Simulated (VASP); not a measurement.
# Li (Im-3m) in VASP: single point with PBEsol

Aim: the single point of Li with PBEsol.

All numbers are computed with VASP 6.6.1; they aren't measurements. Logs are shortened: lines on timing, memory, paths and dates and some standing lists are left out, and cuts for length are marked.

## (1) The cell of the first run

The structure is cubic, space group Im-3m (No. 229). The conventional cell has a = 3.435 Å, b = 3.435 Å, c = 3.435 Å, α = 90.00°, β = 90.00°, γ = 90.00°. Within 3.9 Å of Li (site symmetry m-3m) lie 14 Li at 2.98 to 3.44 Å.

## (2) Single point, PBEsol (20.27 Å³/atom)

Contents of INCAR:

```
SYSTEM = Li
PREC = Accurate
ENCUT = 520
EDIFF = 1E-6
ISMEAR = 0
SIGMA = 0.05
LREAL = .False.
LASPH = .True.
NELM = 80
ALGO = Normal
ISIF = 2
LWAVE = .False.
LCHARG = .False.
GGA = PS
NBANDS = 8
```

Contents of KPOINTS:

```
regular mesh
0
Gamma
  16 16 16
  0 0 0
```

Contents of POSCAR:

```
Li
1.0
   -1.7177238627      1.7177238627      1.7177238627
    1.7177238627     -1.7177238627      1.7177238627
    1.7177238627      1.7177238627     -1.7177238627
Li
1
Direct
    0.0000000000      0.0000000000      0.0000000000
```

Potentials or basis: VASP PAW PBE potentials, release 64 (Li_sv).

The run is started by

```
$ cat potpaw_PBE.64/Li_sv/POTCAR > POTCAR
$ mpirun -np 1 vasp_std > vasp.out
```

OUTCAR:

```text
SYSTEM = Li
   PREC = Accurate
   ENCUT = 520
   EDIFF = 1E-6
   ISMEAR = 0
   LREAL = .False.
   LASPH = .True.
   NELM = 80
   ISIF = 2
   GGA = PS

 ion  position               nearest neighbor table
   1  0.000  0.000  0.000-

  LATTYP: Found a body centered cubic cell.
 ALAT       =     3.4354477254

  Lattice vectors:

 A1 = (  -1.7177238627,   1.7177238627,   1.7177238627)
 A2 = (   1.7177238627,  -1.7177238627,   1.7177238627)
 A3 = (   1.7177238627,   1.7177238627,  -1.7177238627)

Analysis of symmetry for initial positions (statically):
=====================================================================
 Subroutine PRICEL returns:
 Original cell was already a primitive cell.

 Routine SETGRP: Setting up the symmetry group for a
 body centered cubic supercell.

 Subroutine GETGRP returns: Found 48 space group operations
 (whereof 48 operations were pure point group operations)
 out of a pool of 48 trial point group operations.

The static configuration has the point symmetry O_h .

Analysis of symmetry for dynamics (positions and initial velocities):
=====================================================================
 Subroutine PRICEL returns:
 Original cell was already a primitive cell.

 Routine SETGRP: Setting up the symmetry group for a
 body centered cubic supercell.

 Subroutine GETGRP returns: Found 48 space group operations
 (whereof 48 operations were pure point group operations)
 out of a pool of 48 trial point group operations.

The dynamic configuration has the point symmetry O_h .

 Subroutine INISYM returns: Found 48 space group operations
 (whereof 48 operations are pure point group operations),
 and found     1 'primitive' translations

----------------------------------------------------------------------------------------

                                     Primitive cell

  volume of cell :      20.2731

  direct lattice vectors                    reciprocal lattice vectors
    -1.717723863  1.717723863  1.717723863     0.000000000  0.291082875  0.291082875
     1.717723863 -1.717723863  1.717723863     0.291082875  0.000000000  0.291082875
     1.717723863  1.717723863 -1.717723863     0.291082875  0.291082875  0.000000000

  length of vectors
     2.975185004  2.975185004  2.975185004     0.411653349  0.411653349  0.411653349

  position of ions in fractional coordinates (direct lattice)
     0.000000000  0.000000000  0.000000000

  ion indices of the primitive-cell ions
   primitive index   ion index
                 1           1

----------------------------------------------------------------------------------------

 KPOINTS: regular mesh

Automatic generation of k-mesh.
 Grid dimensions read from file:
 generate k-points for:   16   16   16

 Generating k-lattice:

  Cartesian coordinates                     Fractional coordinates (reciprocal lattice)
     0.000000000  0.018192680  0.018192680     0.062500000  0.000000000  0.000000000
     0.018192680  0.000000000  0.018192680     0.000000000  0.062500000  0.000000000
     0.018192680  0.018192680  0.000000000     0.000000000  0.000000000  0.062500000

  Length of vectors
     0.025728334  0.025728334  0.025728334

  Shift w.r.t. Gamma in fractional coordinates (k-lattice)
     0.000000000  0.000000000  0.000000000

 Subroutine IBZKPT returns following result:
 ===========================================

 Found    145 irreducible k-points:

 Following reciprocal coordinates:
            Coordinates               Weight
  0.000000  0.000000  0.000000      1.000000
  0.062500  0.000000  0.000000     12.000000
  0.125000  0.000000  0.000000     12.000000
  0.187500  0.000000  0.000000     12.000000
  0.250000  0.000000  0.000000     12.000000
  0.312500  0.000000  0.000000     12.000000
[... 16 lines left out ...]
  0.187500  0.187500  0.000000     24.000000
  0.250000  0.187500  0.000000     48.000000
 [... further k-points ...]
   k-points           NKPTS =    145   k-points in BZ     NKDIM =    145   number of bands    NBANDS=      8
   number of dos      NEDOS =    301   number of ions     NIONS =      1
   total plane-waves  NPLWV =  13824
   dimension x,y,z NGX =    24 NGY =   24 NGZ =   24
   dimension x,y,z NGXF=    48 NGYF=   48 NGZF=   48
   ions per type =               1
   NGX,Y,Z   is equivalent  to a cutoff of  13.41, 13.41, 13.41 a.u.
   NGXF,Y,Z  is equivalent  to a cutoff of  26.82, 26.82, 26.82 a.u.
 SYSTEM =  Li
   PREC   = accura    normal or accurate (medium, high low for compatibility)
   ISTART =      0    job   : 0-new  1-cont  2-samecut
   ICHARG =      2    charge: 1-file 2-atom 10-const
   ISPIN  =      1    spin polarized calculation?
   LNONCOLLINEAR =      F non collinear calculations
   LSORBIT =      F    spin-orbit coupling
   LASPH  =      T    aspherical Exc in radial PAW
   ENCUT  =  520.0 eV  38.22 Ry    6.18 a.u.   5.53  5.53  5.53*2*pi/ulx,y,z
   NELM   =     80;   NELMIN=  2; NELMDL= -5     # of ELM steps
   EDIFF  = 0.1E-05   stopping-criterion for ELM
   LREAL  =      F    real-space projection
   EDIFFG = 0.1E-04   stopping-criterion for IOM
   NSW    =      0    number of steps for IOM
   IBRION =     -1    ionic relax: 0-MD 1-quasi-New 2-CG
   NFREE  =      0    steps in history (QN), initial steepest desc. (CG)
   ISIF   =      2    stress and relaxation
   ISYM   =      2    0-nonsym 1-usesym 2-fastsym
   POTIM  = 0.5000    time-step for ionic-motion
   TEBEG  =    0.0;   TEEND  =   0.0 temperature during run
   PSTRESS=    0.0 pullay stress
   NELECT =       3.0000    total number of electrons
   NUPDOWN=      -1.0000    fix difference up-down
   EMIN   =  10.00;   EMAX   =-10.00  energy-range for DOS
   EFERMI =   0.00;   METHOD = LEGACY
   ISMEAR =     0;   SIGMA  =   0.05  broadening in eV -4-tet -1-fermi 0-gaus
   EFERMI_NEDOS =   21; number of points for ismear=-14 and -15
   IALGO  =     38    algorithm
   IMIX   =      4    mixing-type and parameters
     AMIX     =   0.40;   BMIX     =  1.00
     AMIX_MAG =   1.60;   BMIX_MAG =  1.00
  volume/ion in A,a.u.               =      20.27       136.81
  Fermi-wavevector in a.u.,A,eV,Ry     =   0.865915  1.636342 10.201767  0.749809
  Thomas-Fermi vector in A             =   1.984228
   LORBIT       =      0    0 simple, 1 ext, 2 COOP (PROOUT), +10 PAW based schemes
   GGA     = PS    functional components
   LHFCALC =     F    Hartree Fock is set to
   AEXX    =    0.0000 exact exchange contribution
   IVDW    =     0    specifies the selected vdW correction
   LEPSILON=     F    determine dielectric tensor
   LRPA    =     F    only Hartree local field effects (RPA)
 non-spin polarized calculation
 Gauss-broadening in eV      SIGMA  =   0.05
  energy-cutoff  :      520.00
  volume of cell :       20.27
 maximum number of plane-waves:       564
 NGX is ok and might be reduce to    24
   NGX = 11   NGY = 11   NGZ = 11

 number of electron       3.0000000 magnetization

 Free energy of the ion-electron system (eV)
  ---------------------------------------------------
  ext. energy  EPLUGINS =         0.00000000
  ---------------------------------------------------
  free energy    TOTEN  =        -1.96595713 eV

  energy without entropy =       -1.96502213  energy(sigma->0) =       -1.96548963

 E-fermi :   0.6211     XC(G=0):  -7.0173

 val. band max:        0.5987367980   @ k =   0.2500   0.2500   0.0000
 cond. band min:       0.6328193843   @ k =   0.3125   0.1875   0.0000
 fundamental gap:      0.0340825863
 Fermi energy:         0.6210832123

 k-point     1 :       0.0000    0.0000    0.0000
  band No.  band energies     occupation
      1     -45.2860      2.00000
      2      -2.9281      2.00000
      3      15.2553      0.00000
      4      15.2553      0.00000
      5      15.2553      0.00000
      6      19.9812      0.00000
      7      19.9812      0.00000
      8      19.9812      0.00000

 k-point     2 :       0.0625    0.0000    0.0000
  band No.  band energies     occupation
      1     -45.2852      2.00000
      2      -2.8542      2.00000
      3      14.7493      0.00000
      4      14.8751      0.00000
      5      15.1245      0.00000
      6      18.8297      0.00000
      7      19.0142      0.00000
      8      20.2288      0.00000

 k-point     3 :       0.1250    0.0000    0.0000
  band No.  band energies     occupation
      1     -45.2830      2.00000
      2      -2.6328      2.00000
      3      13.2762      0.00000
      4      14.0671      0.00000
      5      14.7536      0.00000
      6      17.7827      0.00000
      7      17.8154      0.00000
      8      19.8340      0.00000

 k-point     4 :       0.1875    0.0000    0.0000
  band No.  band energies     occupation
      1     -45.2797      2.00000
      2      -2.2633      2.00000
      3      11.3225      0.00000
      4      13.2064      0.00000
      5      14.2283      0.00000
      6      16.7091      0.00000
      7      17.4305      0.00000
      8      19.8865      0.00000

 k-point     5 :       0.2500    0.0000    0.0000
  band No.  band energies     occupation
      1     -45.2757      2.00000
      2      -1.7476      2.00000
      3       9.3275      0.00000
      4      12.4395      0.00000
      5      13.6700      0.00000
      6      15.8236      0.00000
      7      17.3475      0.00000
      8      20.2955      0.00000
[... 177 lines left out ...]
 k-point    22 :       0.4375    0.1250    0.0000
  band No.  band energies     occupation
      1     -45.2646      2.00000
      2       1.1643      0.00000
      3       3.9245      0.00000
      4       9.4770      0.00000
      5      11.4870      0.00000
      6      16.6640      0.00000
      7      18.4797      0.00000
      8      23.2078      0.00000

 k-point    23 :       0.1875    0.1875    0.0000
  band No.  band energies     occupation
      1     -45.2708      2.00000
      2      -0.9307      2.00000
      3       8.1277      0.00000
      4       9.5788      0.00000
      5      12.2220      0.00000
      6      17.5001      0.00000
      7      18.1570      0.00000
      8      21.2235      0.00000

 k-point    24 :       0.2500    0.1875    0.0000
  band No.  band energies     occupation
      1     -45.2678      2.00000
      2      -0.1999      2.00000
      3       6.6198      0.00000
      4       8.8390      0.00000
      5      11.8122      0.00000
      6      17.6637      0.00000
      7      18.4884      0.00000
      8      21.9390      0.00000

 [... further k-points ...]

------------------------ aborting loop because EDIFF is reached ----------------------------------------

  FORCE on cell =-STRESS in cart. coord.  units (eV):
  Direction    XX          YY          ZZ          XY          YZ          ZX
  --------------------------------------------------------------------------------------
  -------------------------------------------------------------------------------------
  Total       -0.0136623     -0.0136623     -0.0136623     -0.0000000     -0.0000000      0.0000000
  in kB       -1.0797246     -1.0797246     -1.0797246     -0.0000000     -0.0000000      0.0000000
  external PRESSURE =      -1.0797246 kB  Pullay stress =       0.0000000 kB

 VOLUME and BASIS-vectors are now :
 -----------------------------------------------------------------------------
  energy-cutoff  :      520.00
  volume of cell :       20.27
      direct lattice vectors                 reciprocal lattice vectors
    -1.717723863  1.717723863  1.717723863     0.000000000  0.291082875  0.291082875
     1.717723863 -1.717723863  1.717723863     0.291082875  0.000000000  0.291082875
     1.717723863  1.717723863 -1.717723863     0.291082875  0.291082875  0.000000000

 POSITION                                       TOTAL-FORCE (eV/Angst)
 -----------------------------------------------------------------------------------
      0.00000      0.00000      0.00000        -0.000000      0.000000     -0.000000
 -----------------------------------------------------------------------------------
    total drift:                                0.000000      0.000000     -0.000000

  FREE ENERGIE OF THE ION-ELECTRON SYSTEM (eV)
  ---------------------------------------------------
  free  energy   TOTEN  =        -1.9659571296 eV

  energy  without entropy=       -1.9650221343  energy(sigma->0) =       -1.96548963
```

Wall time 8.6 s (1 thread of Intel Xeon Platinum 8259CL at 2.50GHz (Skylake/Cascade Lake), shared host); peak memory 0.13 GiB.

What came out:

- Free energy: -1.9660 eV
- Band gap on the k mesh: zero (an odd number of electrons rules out a gap without spin polarisation)

Caveat: the cutoff is under 1.25 times the usual one of these potentials, so pressure, stress and relaxed cells hold a basis-set (Pulay) error; the PAW data sets were made with another functional, which shifts forces and pressure a little.

The gap in the log of VASP goes by the Fermi energy; the results here count the filled bands.